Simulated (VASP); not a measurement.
Here is a VASP 6.6.1 calculation.

The input INCAR:

```
SYSTEM = Ge
PREC = Accurate
ENCUT = 520
EDIFF = 1E-6
ISMEAR = 0
SIGMA = 0.15
LREAL = .FALSE.
LASPH = .TRUE.
NELM = 60
ALGO = Normal
ISIF = 2
LWAVE = .FALSE.
LCHARG = .TRUE.
GGA = PS
LELF = .TRUE.
LVHAR = .TRUE.
NBANDS = 36
```

Contents of KPOINTS:

```
regular mesh
0
G
  12 12 8
  0 0 0
```

Contents of POSCAR:

```
Ge
1.0
    4.1168769001      0.0000000000      0.0000000000
   -2.0584384501      3.5653199798      0.0000000000
    0.0000000000      0.0000000000      6.5963651330
Ge
4
Direct
    0.6666666667      0.3333333333      0.0629118565
    0.3333333333      0.6666666667      0.5629118565
    0.6666666667      0.3333333333      0.4370881435
    0.3333333333      0.6666666667      0.9370881435
```

Potentials or basis: VASP PAW PBE potentials, release 64 (Ge_d).

Run with:

```console
$ cat potpaw_PBE.64/Ge_d/POTCAR > POTCAR
$ mpirun -np 1 vasp_std > vasp.out
```

(1) Estimate the largest force.

(2) What does it give for the pressure?

(3) Estimate the band gap on the k mesh.

## Answers

(1) 0.260 eV/Å.

(2) -3.5 GPa.

(3) zero (bands 28 and 29 overlap by 0.27 eV).

Caveat: the cell differs from its parent crystal (strain +0.030 along x and y, +0.000 along z); the cell stands under tension; semilocal functionals underestimate gaps, so a narrow gap can read as zero; the PAW data sets were made with another functional, which shifts forces and pressure a little.
